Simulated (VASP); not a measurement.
Input of a VASP 6.6.1 run:

The input INCAR:

```
SYSTEM = MgB2
ALGO = Normal ; EDIFF = 1E-6
ENCUT = 520 ; GGA = PS
ISIF = 2 ; ISMEAR = -1
LASPH = .True. ; LCHARG = .False.
LREAL = .False. ; LWAVE = .False.
NBANDS = 11 ; NELM = 100
PREC = Accurate ; SIGMA = 0.15
```

The input KPOINTS:

```
k-points
0
Gamma
  15 15 12
  0 0 0
```

File POSCAR:

```
MgB2
1.0
    2.9953688333      0.0000000000      0.0000000000
   -1.4976844167      2.5940655034      0.0000000000
    0.0000000000      0.0000000000      3.3548637297
Mg B
1 2
Direct
    0.0000000000      0.0000000000      0.0000000000
    0.3333333333      0.6666666667      0.5000000000
    0.6666666667      0.3333333333      0.5000000000
```

Potentials or basis: VASP PAW PBE potentials, release 64 (Mg, B).

The run is started by

```sh
$ cat potpaw_PBE.64/Mg/POTCAR potpaw_PBE.64/B/POTCAR > POTCAR
$ mpirun -np 1 vasp_std > vasp.out
```

**Question.** What does it give for the pressure?

**Answer.** 15.1 GPa.

**Question.** What does it give for the band gap on the k mesh?

**Answer.** Zero (band 4 reaches 7.99 eV, above the bottom of band 5 at 3.73 eV).

Stress tensor (GPa, compression positive):
```
15.22  0.00  0.00
 0.00 15.22  0.00
 0.00  0.00 14.98
```

Caveat: the PAW data sets were made with another functional, which shifts forces and pressure a little.
